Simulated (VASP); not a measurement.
Ge, 1 atom in the cell. The structure is cubic, space group Fm-3m (No. 225). The conventional cell has a = 4.232 Å, b = 4.232 Å, c = 4.232 Å, α = 90.00°, β = 90.00°, γ = 90.00°. Within 3.9 Å of Ge (site symmetry m-3m) lie 12 Ge at 2.99 Å. 

- Program: VASP 6.6.1
- Task: single point
- Functional: r2SCAN
- Potentials or basis: VASP PAW PBE potentials, release 64 (Ge_d)
- Cutoff: 520 eV
- k mesh: 14 × 14 × 14
- Occupations: fermi-dirac, width 0.1 eV
- Spin: no spin polarisation
- Dipole correction: no
- Further INCAR settings: ALGO = Normal; EDIFF = 1e-06; NBANDS = 13

Potentials or basis: VASP PAW PBE potentials, release 64 (Ge_d).

The run is started by

```bash
$ cat potpaw_PBE.64/Ge_d/POTCAR > POTCAR
$ cp INCAR.step1 INCAR
$ mpirun -np 1 vasp_std > vasp.out
$ cp INCAR.step2 INCAR
$ mpirun -np 1 vasp_std > vasp.out
```

Hardware: 1 thread of Intel(R) Xeon(R) Platinum 8259CL CPU @ 2.50GHz (Skylake/Cascade Lake), with other jobs on the host.

Task: Estimate the wall time of this run.

Result: It took 72 s on 1 thread of Intel(R) Xeon(R) Platinum 8259CL CPU @ 2.50GHz (Skylake/Cascade Lake) (shared host), peak memory 0.16 GiB. Counts: k points 104.
